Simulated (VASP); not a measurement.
Input of a VASP 6.6.1 run:

The input INCAR:

```
PREC = Accurate
ENCUT = 520
EDIFF = 1E-6
ISMEAR = 0
SIGMA = 0.1
LREAL = F
LASPH = T
NELM = 60
ALGO = Normal
ISIF = 2
LWAVE = F
LCHARG = F
GGA = PE
NBANDS = 22
```

File KPOINTS:

```
regular mesh
0
Gamma
  6 6 4
```

The input POSCAR:

```
LaNbO
1.0
    2.9847120102      0.0000000000      0.0000000000
    0.0000000000      2.9847120102      0.0000000000
    0.0000000000      0.0000000000      5.8587746621
La Nb O
1 1 1
Direct
    0.0000000000      0.0000000000      0.9660585785
    0.0000000000      0.0000000000      0.4321296748
    0.5000000000      0.5000000000      0.5738192867
```

Potentials or basis: VASP PAW PBE potentials, release 64 (La, Nb_sv, O).

Launch:

```console
$ cat potpaw_PBE.64/La/POTCAR potpaw_PBE.64/Nb_sv/POTCAR potpaw_PBE.64/O/POTCAR > POTCAR
$ mpirun -np 1 vasp_std > vasp.out
```

Problem. What does it give for the largest force?

Solution. 0.008 eV/Å.

Problem. Predict the band gap on the k mesh.

Solution. Zero (bands 15 and 16 overlap by 1.72 eV).

Problem. Predict the pressure.

Solution. 0.0 GPa.

Forces in eV/Å, atoms in the order of the input:
```
La   0.000  0.000 -0.004
Nb   0.000  0.000  0.008
O    0.000  0.000 -0.004
```

Caveat: spin-orbit coupling is left out, which moves the levels of the heavy elements.
